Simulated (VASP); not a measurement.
# LiCl (F-43m) in VASP: further runs

The runs below take LiCl through single point, with PBE, r2SCAN.

All numbers are computed with VASP 6.6.1; they aren't measurements. Logs are shortened: lines on timing, memory, paths and dates and some standing lists are left out, and cuts for length are marked.

## 1. The cell of the first run

Symmetry: F-43m, No. 216, cubic system. Conventional cell: a = 5.687 Å, b = 5.687 Å, c = 5.687 Å, α = 90.00°, β = 90.00°, γ = 90.00°. Within 3.3 Å of Li (site symmetry -43m) lie 4 Cl at 2.46 Å. Within 3.3 Å of Cl (site symmetry -43m) lie 4 Li at 2.46 Å.

## 2. Single point, PBE (strain +4.0%)

INCAR reads:

```
SYSTEM = LiCl
PREC     = Accurate       ! precision mode
ENCUT    = 520            ! plane-wave cutoff, eV
EDIFF    = 1E-6           ! SCF threshold, eV
ISMEAR   = -1             ! smearing method
SIGMA    = 0.02           ! smearing width, eV
LREAL    = .FALSE.        ! projectors in reciprocal space
LASPH    = .TRUE.         ! aspherical terms in the spheres
NELM     = 80             ! most SCF steps
ALGO     = Normal         ! electronic algorithm
ISIF     = 2              ! what is computed and relaxed
LWAVE    = .FALSE.        ! write WAVECAR
LCHARG   = .FALSE.        ! write CHGCAR
GGA      = PE             ! functional
NBANDS   = 12             ! bands
```

KPOINTS reads:

```
regular mesh
0
G
  8 8 8
  0 0 0
```

POSCAR reads:

```
LiCl
1.0
    0.0000000000      2.8434574626      2.8434574626
    2.8434574626      0.0000000000      2.8434574626
    2.8434574626      2.8434574626      0.0000000000
Li Cl
1 1
Direct
    0.0000000000      0.0000000000      0.0000000000
    0.2500000000      0.2500000000      0.2500000000
```

Potentials or basis: VASP PAW PBE potentials, release 64 (Li_sv, Cl).

Command:

```sh
$ cat potpaw_PBE.64/Li_sv/POTCAR potpaw_PBE.64/Cl/POTCAR > POTCAR
$ mpirun -np 1 vasp_std > vasp.out
```

OUTCAR:

```text
SYSTEM = LiCl
   PREC = Accurate
   ENCUT = 520
   EDIFF = 1E-6
   ISMEAR = -1
   LREAL = .FALSE.
   LASPH = .TRUE.
   NELM = 80
   ISIF = 2
   GGA = PE

 ion  position               nearest neighbor table
   1  0.000  0.000  0.000-   2 2.46   2 2.46   2 2.46   2 2.46
   2  0.250  0.250  0.250-   1 2.46   1 2.46   1 2.46   1 2.46

  LATTYP: Found a face centered cubic cell.
 ALAT       =     5.6869149252

  Lattice vectors:

 A1 = (   0.0000000000,   2.8434574626,   2.8434574626)
 A2 = (   2.8434574626,   0.0000000000,   2.8434574626)
 A3 = (   2.8434574626,   2.8434574626,   0.0000000000)

Analysis of symmetry for initial positions (statically):
=====================================================================
 Subroutine PRICEL returns:
 Original cell was already a primitive cell.

 Routine SETGRP: Setting up the symmetry group for a
 face centered cubic supercell.

 Subroutine GETGRP returns: Found 24 space group operations
 (whereof 24 operations were pure point group operations)
 out of a pool of 48 trial point group operations.

The static configuration has the point symmetry T_d .

Analysis of symmetry for dynamics (positions and initial velocities):
=====================================================================
 Subroutine PRICEL returns:
 Original cell was already a primitive cell.

 Routine SETGRP: Setting up the symmetry group for a
 face centered cubic supercell.

 Subroutine GETGRP returns: Found 24 space group operations
 (whereof 24 operations were pure point group operations)
 out of a pool of 48 trial point group operations.

The dynamic configuration has the point symmetry T_d .

 Subroutine INISYM returns: Found 24 space group operations
 (whereof 24 operations are pure point group operations),
 and found     1 'primitive' translations

----------------------------------------------------------------------------------------

                                     Primitive cell

  volume of cell :      45.9801

  direct lattice vectors                    reciprocal lattice vectors
     0.000000000  2.843457463  2.843457463    -0.175842265  0.175842265  0.175842265
     2.843457463  0.000000000  2.843457463     0.175842265 -0.175842265  0.175842265
     2.843457463  2.843457463  0.000000000     0.175842265  0.175842265 -0.175842265

  length of vectors
     4.021256108  4.021256108  4.021256108     0.304567737  0.304567737  0.304567737

  position of ions in fractional coordinates (direct lattice)
     0.000000000  0.000000000  0.000000000
     0.250000000  0.250000000  0.250000000

  ion indices of the primitive-cell ions
   primitive index   ion index
                 1           1
                 2           2

----------------------------------------------------------------------------------------

 KPOINTS: regular mesh

Automatic generation of k-mesh.
 Grid dimensions read from file:
 generate k-points for:    8    8    8

 Generating k-lattice:

  Cartesian coordinates                     Fractional coordinates (reciprocal lattice)
    -0.021980283  0.021980283  0.021980283     0.125000000  0.000000000  0.000000000
     0.021980283 -0.021980283  0.021980283     0.000000000  0.125000000  0.000000000
     0.021980283  0.021980283 -0.021980283     0.000000000  0.000000000  0.125000000

  Length of vectors
     0.038070967  0.038070967  0.038070967

  Shift w.r.t. Gamma in fractional coordinates (k-lattice)
     0.000000000  0.000000000  0.000000000

 Subroutine IBZKPT returns following result:
 ===========================================

 Found     29 irreducible k-points:

 Following reciprocal coordinates:
            Coordinates               Weight
  0.000000  0.000000  0.000000      1.000000
  0.125000  0.000000  0.000000      8.000000
  0.250000  0.000000  0.000000      8.000000
  0.375000  0.000000  0.000000      8.000000
  0.500000  0.000000  0.000000      4.000000
  0.125000  0.125000  0.000000      6.000000
[... 16 lines left out ...]
  0.500000  0.250000  0.125000     48.000000
 -0.375000  0.250000  0.125000     24.000000
 [... further k-points ...]
   k-points           NKPTS =     29   k-points in BZ     NKDIM =     29   number of bands    NBANDS=     12
   number of dos      NEDOS =    301   number of ions     NIONS =      2
   total plane-waves  NPLWV =  27000
   dimension x,y,z NGX =    30 NGY =   30 NGZ =   30
   dimension x,y,z NGXF=    60 NGYF=   60 NGZF=   60
   ions per type =               1   1
   NGX,Y,Z   is equivalent  to a cutoff of  12.40, 12.40, 12.40 a.u.
   NGXF,Y,Z  is equivalent  to a cutoff of  24.81, 24.81, 24.81 a.u.
 SYSTEM =  LiCl
   PREC   = accura    normal or accurate (medium, high low for compatibility)
   ISTART =      0    job   : 0-new  1-cont  2-samecut
   ICHARG =      2    charge: 1-file 2-atom 10-const
   ISPIN  =      1    spin polarized calculation?
   LNONCOLLINEAR =      F non collinear calculations
   LSORBIT =      F    spin-orbit coupling
   LASPH  =      T    aspherical Exc in radial PAW
   ENCUT  =  520.0 eV  38.22 Ry    6.18 a.u.   7.48  7.48  7.48*2*pi/ulx,y,z
   NELM   =     80;   NELMIN=  2; NELMDL= -5     # of ELM steps
   EDIFF  = 0.1E-05   stopping-criterion for ELM
   LREAL  =      F    real-space projection
   EDIFFG = 0.1E-04   stopping-criterion for IOM
   NSW    =      0    number of steps for IOM
   IBRION =     -1    ionic relax: 0-MD 1-quasi-New 2-CG
   NFREE  =      0    steps in history (QN), initial steepest desc. (CG)
   ISIF   =      2    stress and relaxation
   ISYM   =      2    0-nonsym 1-usesym 2-fastsym
   POTIM  = 0.5000    time-step for ionic-motion
   TEBEG  =    0.0;   TEEND  =   0.0 temperature during run
   PSTRESS=    0.0 pullay stress
   NELECT =      10.0000    total number of electrons
   NUPDOWN=      -1.0000    fix difference up-down
   EMIN   =  10.00;   EMAX   =-10.00  energy-range for DOS
   EFERMI =   0.00;   METHOD = LEGACY
   ISMEAR =    -1;   SIGMA  =   0.02  broadening in eV -4-tet -1-fermi 0-gaus
   EFERMI_NEDOS =   21; number of points for ismear=-14 and -15
   IALGO  =     38    algorithm
   IMIX   =      4    mixing-type and parameters
     AMIX     =   0.40;   BMIX     =  1.00
     AMIX_MAG =   1.60;   BMIX_MAG =  1.00
  volume/ion in A,a.u.               =      22.99       155.14
  Fermi-wavevector in a.u.,A,eV,Ry     =   0.984505  1.860445 13.187459  0.969251
  Thomas-Fermi vector in A             =   2.115743
   LORBIT       =      0    0 simple, 1 ext, 2 COOP (PROOUT), +10 PAW based schemes
   GGA     = PE    functional components
   LHFCALC =     F    Hartree Fock is set to
   AEXX    =    0.0000 exact exchange contribution
   IVDW    =     0    specifies the selected vdW correction
   LEPSILON=     F    determine dielectric tensor
   LRPA    =     F    only Hartree local field effects (RPA)
 non-spin polarized calculation
  energy-cutoff  :      520.00
  volume of cell :       45.98
 maximum number of plane-waves:      1254
 NGX is ok and might be reduce to    30
   NGX = 15   NGY = 15   NGZ = 15

 number of electron      10.0000000 magnetization

 number of electron       9.9999994 magnetization

 Free energy of the ion-electron system (eV)
  ---------------------------------------------------
  ext. energy  EPLUGINS =         0.00000000
  ---------------------------------------------------
  free energy    TOTEN  =        -7.40278675 eV

  energy without entropy =       -7.40278675  energy(sigma->0) =       -7.40278675

 E-fermi :  -1.1881     XC(G=0):  -7.2650

 val. band max:       -1.7741590668   @ k =   0.0000   0.0000   0.0000
 cond. band min:       3.8881254791   @ k =   0.0000   0.0000   0.0000
 fundamental gap:      5.6622845459
 Fermi energy:        -1.1880895391

 k-point     1 :       0.0000    0.0000    0.0000
  band No.  band energies     occupation
      1     -44.9176      2.00000
      2     -14.2695      2.00000
      3      -1.7742      2.00000
      4      -1.7742      2.00000
      5      -1.7742      2.00000
      6       3.8881      0.00000
      7       8.2299      0.00000
      8       8.2299      0.00000
      9       8.2299      0.00000
     10      12.4071      0.00000
     11      12.4071      0.00000
     12      15.2009      0.00000

 k-point     2 :       0.1250    0.0000    0.0000
  band No.  band energies     occupation
      1     -44.9176      2.00000
      2     -14.2391      2.00000
      3      -2.0805      2.00000
      4      -1.8114      2.00000
      5      -1.8114      2.00000
      6       4.2680      0.00000
      7       8.2667      0.00000
      8       8.3794      0.00000
      9       8.3794      0.00000
     10      11.9235      0.00000
     11      11.9235      0.00000
     12      14.2791      0.00000

 k-point     3 :       0.2500    0.0000    0.0000
  band No.  band energies     occupation
      1     -44.9173      2.00000
      2     -14.1635      2.00000
      3      -2.7146      2.00000
      4      -1.8978      2.00000
      5      -1.8978      2.00000
      6       5.1091      0.00000
      7       8.3124      0.00000
      8       8.5717      0.00000
      9       8.5717      0.00000
     10      11.7324      0.00000
     11      11.7324      0.00000
     12      13.7225      0.00000
[... 286 lines left out ...]
 k-point    23 :       0.5000    0.2500    0.1250
  band No.  band energies     occupation
      1     -44.9168      2.00000
      2     -14.0437      2.00000
      3      -3.1209      2.00000
      4      -2.4063      2.00000
      5      -2.1260      2.00000
      6       6.3163      0.00000
      7       7.6050      0.00000
      8       8.8216      0.00000
      9       9.3939      0.00000
     10      11.2185      0.00000
     11      13.5493      0.00000
     12      14.3856      0.00000

 k-point    24 :      -0.3750    0.2500    0.1250
  band No.  band energies     occupation
      1     -44.9167      2.00000
      2     -14.0169      2.00000
      3      -3.2505      2.00000
      4      -2.4421      2.00000
      5      -2.1903      2.00000
      6       6.8603      0.00000
      7       7.1238      0.00000
      8       9.2441      0.00000
      9       9.3352      0.00000
     10      11.4484      0.00000
     11      13.4052      0.00000
     12      14.2304      0.00000

 [... further k-points ...]

------------------------ aborting loop because EDIFF is reached ----------------------------------------

  FORCE on cell =-STRESS in cart. coord.  units (eV):
  Direction    XX          YY          ZZ          XY          YZ          ZX
  --------------------------------------------------------------------------------------
  -------------------------------------------------------------------------------------
  Total       -0.5470569     -0.5470569     -0.5470569      0.0000000      0.0000000      0.0000000
  in kB      -19.0621953    -19.0621953    -19.0621953      0.0000000      0.0000000      0.0000000
  external PRESSURE =     -19.0621953 kB  Pullay stress =       0.0000000 kB

 VOLUME and BASIS-vectors are now :
 -----------------------------------------------------------------------------
  energy-cutoff  :      520.00
  volume of cell :       45.98
      direct lattice vectors                 reciprocal lattice vectors
     0.000000000  2.843457463  2.843457463    -0.175842265  0.175842265  0.175842265
     2.843457463  0.000000000  2.843457463     0.175842265 -0.175842265  0.175842265
     2.843457463  2.843457463  0.000000000     0.175842265  0.175842265 -0.175842265

 POSITION                                       TOTAL-FORCE (eV/Angst)
 -----------------------------------------------------------------------------------
      0.00000      0.00000      0.00000        -0.000000     -0.000000     -0.000000
      1.42173      1.42173      1.42173         0.000000      0.000000      0.000000
 -----------------------------------------------------------------------------------
    total drift:                               -0.000000     -0.000000     -0.000000

  FREE ENERGIE OF THE ION-ELECTRON SYSTEM (eV)
  ---------------------------------------------------
  free  energy   TOTEN  =        -7.4027867532 eV

  energy  without entropy=       -7.4027867532  energy(sigma->0) =       -7.40278675
```

It took 14 s on 1 thread of Intel Xeon Platinum 8488C (Sapphire Rapids), shared host; peak memory 0.16 GiB.

Results:

```
Free energy            : -7.4028 eV
Band gap on the k mesh : 5.66 eV
```

Caveat: the cell differs from its parent crystal (strain +4.0%); the cutoff is under 1.25 times the usual one of these potentials, so pressure, stress and relaxed cells hold a basis-set (Pulay) error; the structure was generated, so it needn't be the stable form of LiCl. A k mesh can miss the band edges.

## 3. Single point, r2SCAN (strain +4.0%)

POSCAR is that of step 2.

INCAR.step1 reads:

```
SYSTEM = LiCl
  PREC = Accurate
  ENCUT = 520
  ISMEAR = 0
  SIGMA = 0.01
  LREAL = .FALSE.
  LASPH = .TRUE.
  NELM = 80
  NBANDS = 12
  GGA = PE
  ALGO = Normal
  EDIFF = 1E-4
  LWAVE = .TRUE.
  LCHARG = .FALSE.
```

INCAR.step2 reads:

```
SYSTEM = LiCl
  PREC = Accurate
  ENCUT = 520
  EDIFF = 1E-6
  ISMEAR = 0
  SIGMA = 0.01
  LREAL = .FALSE.
  LASPH = .TRUE.
  NELM = 80
  ALGO = Normal
  ISIF = 2
  LWAVE = .FALSE.
  LCHARG = .TRUE.
  METAGGA = R2SCAN
  LMIXTAU = .TRUE.
  LELF = .TRUE.
  LVHAR = .TRUE.
  NBANDS = 12
  ISTART = 1
```

KPOINTS reads:

```
Automatic mesh
0
G
  8 8 8
  0 0 0
```

Potentials or basis: VASP PAW PBE potentials, release 64 (Li_sv, Cl).

Command:

```sh
$ cat potpaw_PBE.64/Li_sv/POTCAR potpaw_PBE.64/Cl/POTCAR > POTCAR
$ cp INCAR.step1 INCAR
$ mpirun -np 1 vasp_std > vasp.out
$ cp INCAR.step2 INCAR
$ mpirun -np 1 vasp_std > vasp.out
```

Run time: 50 s. Hardware: 1 thread of Intel Xeon Platinum 8488C (Sapphire Rapids), shared host; peak memory 0.16 GiB.

It converged, with:

- Free energy: -12.5278 eV
- Band gap on the k mesh: 6.34 eV

Levels at points of the mesh, in eV from the valence-band top:
| k point | band 2 | band 3 | band 4 | band 5 | band 6 | band 7 | band 8 | band 9 |
| --- | --- | --- | --- | --- | --- | --- | --- | --- |
| (0.00, 0.00, 0.00) | -13.06 | 0.00 | 0.00 | 0.00 | 6.34 | 10.88 | 10.88 | 10.88 |
| (0.50, 0.00, 0.00) | -12.83 | -1.69 | -0.24 | -0.24 | 8.81 | 10.78 | 10.97 | 10.97 |
| (0.50, 0.50, 0.00) | -12.76 | -1.38 | -0.69 | -0.69 | 7.21 | 10.28 | 13.50 | 14.23 |

Caveat: the cell differs from its parent crystal (strain +4.0%); the cutoff is under 1.25 times the usual one of these potentials, so pressure, stress and relaxed cells hold a basis-set (Pulay) error; the structure was generated, so it needn't be the stable form of LiCl; the PAW data sets were made with another functional, which shifts forces and pressure a little.
